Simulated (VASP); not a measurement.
A run of VASP 6.6.1:

Contents of POSCAR:

```
CdIr
1.0
    3.2853797500      0.0000000000      0.0000000000
   -1.6426898800      2.8452223300      0.0000000000
    0.0000000000      0.0000000000      4.4478366900
Cd Ir
1 1
Direct
    0.0000000000      0.0000000000      0.0000000000
    0.0000000000      0.0000000000      0.5000000000
```

INCAR.step1

```
PREC = Accurate ; ENCUT = 700
ISMEAR = 1 ; SIGMA = 0.1
LREAL = False ; LASPH = True
NELM = 120 ; NBANDS = 26
GGA = PE ; ALGO = Normal
EDIFF = 1E-5 ; LWAVE = True
LCHARG = False ; GGA_COMPAT = False
```

The input INCAR.step2:

```
PREC = Accurate ; ENCUT = 700
EDIFF = 1E-6 ; ISMEAR = 1
SIGMA = 0.1 ; LREAL = False
LASPH = True ; NELM = 120
ALGO = Normal ; ISIF = 2
LWAVE = False ; LCHARG = False
METAGGA = R2SCAN ; LMIXTAU = True
NBANDS = 26 ; ISTART = 1
GGA_COMPAT = False
```

File KPOINTS:

```
regular mesh
0
Gamma
  8 8 5
```

Potentials or basis: VASP PAW PBE potentials, release 64 (Cd_sv_GW, Ir_sv_GW).

Run with:

```bash
$ cat potpaw_PBE.64/Cd_sv_GW/POTCAR potpaw_PBE.64/Ir_sv_GW/POTCAR > POTCAR
$ cp INCAR.step1 INCAR
$ mpirun -np 1 vasp_std > vasp.out
$ cp INCAR.step2 INCAR
$ mpirun -np 1 vasp_std > vasp.out
```

Hardware: 1 thread of Intel(R) Xeon(R) Platinum 8559C (Emerald Rapids), on a shared host.

Estimate the wall time of this run.

Run time: 96 s on 1 thread of Intel(R) Xeon(R) Platinum 8559C (Emerald Rapids) (shared host), peak memory 0.22 GiB. Counts: k points 30.
